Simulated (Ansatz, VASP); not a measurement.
HfO2 in VASP and in Ansatz

```
Hf O
1.0
     0.00000    2.63035    2.63035
     2.63035    0.00000    2.63035
     2.63035    2.63035    0.00000
Hf O
1 2
Direct
  0.00000 0.00000 0.00000
  0.25000 0.25000 0.25000
  0.75000 0.75000 0.75000
```

Change from the starting cell: hydrostatic strain +4.0%.

Alike in both runs: task single point; functional r2SCAN; k mesh 8 × 8 × 8; non-collinear spin, spin-orbit coupling.

|  | VASP | Ansatz |
| --- | --- | --- |
| version | VASP 6.6.1 | Ansatz 0.2.0 |
| potentials or method | VASP PAW PBE potentials, release 64 (Hf_pv, O) | plane waves, PAW |
| plane-wave cutoff (eV) | 520 | 500 |
| occupations | gaussian, width 0.01 eV | fixed |
| valence electrons in the cell | 22 | 38 |

|  | VASP | Ansatz | Ansatz less VASP |
| --- | --- | --- | --- |
| pressure (GPa) | -27.6 | -25.1 | +2.54 |

VASP's potentials were made for PBE, not for r2SCAN. VASP's potentials hold 22 valence electrons a cell and Ansatz's 38, so a difference there can come from the potentials and not from the codes.
